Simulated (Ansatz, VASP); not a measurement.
**ZnO: VASP beside Ansatz**

File POSCAR:

```
ZnO
1.0
    3.2352635141      0.0000000000      0.0000000000
   -1.6176317571      2.8018203912      0.0000000000
    0.0000000000      0.0000000000      5.2113138462
Zn O
2 2
Direct
    0.3333333333      0.6666666667     -0.0439578966
    0.6666666667      0.3333333333      0.4560421034
    0.3333333333      0.6666666667      0.4259578966
    0.6666666667      0.3333333333      0.9259578966
```

Contents of INCAR.step1:

```
SYSTEM = ZnO
PREC = Accurate ; ENCUT = 520
ISMEAR = 0 ; SIGMA = 0.01
LREAL = .False. ; LASPH = .True.
NELM = 80 ; NBANDS = 26
GGA = PE ; ALGO = Normal
EDIFF = 1E-4 ; LWAVE = .True.
LCHARG = .False.
```

The input INCAR.step2:

```
SYSTEM = ZnO
PREC = Accurate ; ENCUT = 520
EDIFF = 1E-7 ; ISMEAR = 0
SIGMA = 0.01 ; LREAL = .False.
LASPH = .True. ; NELM = 80
ALGO = Normal ; ISIF = 2
LWAVE = .False. ; LCHARG = .False.
METAGGA = R2SCAN ; LMIXTAU = .True.
NBANDS = 26 ; ISTART = 1
```

The input KPOINTS:

```
regular mesh
0
Gamma
  9 9 6
  0 0 0
```

Input for Ansatz:

```yaml
crystal:
  lattice:
    - [3.2352635141, 0.0, 0.0]
    - [-1.6176317571, 2.8018203912, 0.0]
    - [0.0, 0.0, 5.2113138462]
  atoms:
    - { symbol: Zn, position: [0.3333333333, 0.6666666667, -0.0439578966] }
    - { symbol: Zn, position: [0.6666666667, 0.3333333333, 0.4560421034] }
    - { symbol: O, position: [0.3333333333, 0.6666666667, 0.4259578966] }
    - { symbol: O, position: [0.6666666667, 0.3333333333, 0.9259578966] }
basis:
  ecutwfc: 500
  xc_grid: 2
kpoints:
  mp_grid: { grid: [9, 9, 6] }
hamiltonian:
  xc: r2scan
  pseudopotentials: { kind: paw, azcp: { folder: soft_1 } }
scf:
  occupations: { method: fixed }
output:
  forces: true
  stress: true
  eigenvalues: true
  polarization: {}
```

Change from the starting cell: polar distortion scaled by 0.25.

Alike in both runs: task single point; functional r2SCAN; k mesh 9 × 9 × 6; no spin polarisation.

|  | VASP | Ansatz |
| --- | --- | --- |
| version | VASP 6.6.1 | Ansatz 0.2.0 |
| potentials or method | VASP PAW PBE potentials, release 64 (Zn, O), cutoff 520 eV | scalar-relativistic, plane waves, PAW |
| occupations | gaussian, width 0.01 eV | fixed |
| valence electrons in the cell | 36 | 36 |

VASP gave:

* gap on the k mesh at the Fermi level (eV): 1.31
* least direct gap on the mesh (eV): 1.31
* pressure (GPa): 7.9
* traceless stress, the component that is largest in VASP (GPa): -12.47
* rms of the force components (eV/Å): 0.227

What did Ansatz give for the same quantities?

gap on the k mesh at the Fermi level (eV): 1.29; least direct gap on the mesh (eV): 1.29; pressure (GPa): 6.4; traceless stress, the component that is largest in VASP (GPa): -11.34; rms of the force components (eV/Å): 0.219.

VASP's potentials were made for PBE, not for r2SCAN. Atom by atom the forces differ by 0.009 eV/Å (rms over components).
